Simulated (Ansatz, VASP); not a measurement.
# One calculation of Ru, two programs

Contents of INCAR:

```
SYSTEM = Ru
ALGO     = Fast           ! electronic algorithm
EDIFF    = 1E-6           ! SCF threshold, eV
ENCUT    = 520            ! plane-wave cutoff, eV
GGA      = PE             ! functional
ISIF     = 2              ! what is computed and relaxed
ISMEAR   = 0              ! smearing method
LASPH    = .TRUE.         ! aspherical terms in the spheres
LCHARG   = .FALSE.        ! write CHGCAR
LREAL    = .FALSE.        ! projectors in reciprocal space
LWAVE    = .FALSE.        ! write WAVECAR
NBANDS   = 21             ! bands
NELM     = 80             ! most SCF steps
PREC     = Accurate       ! precision mode
SIGMA    = 0.15           ! smearing width, eV
```

The input KPOINTS:

```
k-points
0
G
  21 21 12
  0 0 0
```

Contents of POSCAR:

```
Ru
1.0
    2.7125673809      0.0000000000      0.0000000000
   -1.3562836905      2.3491522613      0.0000000000
    0.0000000000      0.0000000000      4.8378639238
Ru
2
Direct
    0.3333333333      0.6666666667      0.2500000000
    0.6666666667      0.3333333333      0.7500000000
```

Input for Ansatz:

```yaml
crystal:
  lattice:
    - [2.7125673809, 0.0, 0.0]
    - [-1.3562836905, 2.3491522613, 0.0]
    - [0.0, 0.0, 4.8378639238]
  atoms:
    - { symbol: Ru, position: [0.3333333333, 0.6666666667, 0.25] }
    - { symbol: Ru, position: [0.6666666667, 0.3333333333, 0.75] }
basis:
  ecutwfc: 420
kpoints:
  mp_grid: { grid: [21, 21, 12] }
hamiltonian:
  xc: pbe
  pseudopotentials: { kind: paw, azcp: { folder: soft_1 } }
scf:
  occupations: { method: gaussian, width: 0.15 }
output:
  forces: true
  stress: true
  eigenvalues: true
```

Alike in both runs: task single point; functional PBE; k mesh 21 × 21 × 12; occupations gaussian, width 0.15 eV; no spin polarisation.

|  | VASP | Ansatz |
| --- | --- | --- |
| version | VASP 6.6.1 | Ansatz 0.2.0 |
| potentials or method | VASP PAW PBE potentials, release 64 (Ru_pv), cutoff 520 eV | scalar-relativistic, plane waves, PAW |
| valence electrons in the cell | 28 | 32 |

|  | VASP | Ansatz | Ansatz less VASP |
| --- | --- | --- | --- |
| gap on the k mesh at the Fermi level (eV) | none | none | - |
| pressure (GPa) | -23.4 | -23.4 | +0.09 |
| traceless stress, the component that is largest in VASP (GPa) | -24.47 | -24.51 | -0.036 |

A gap of «none» marks a metal or a gap that the smearing closes. VASP's potentials hold 28 valence electrons a cell and Ansatz's 32, so a difference there can come from the potentials and not from the codes.
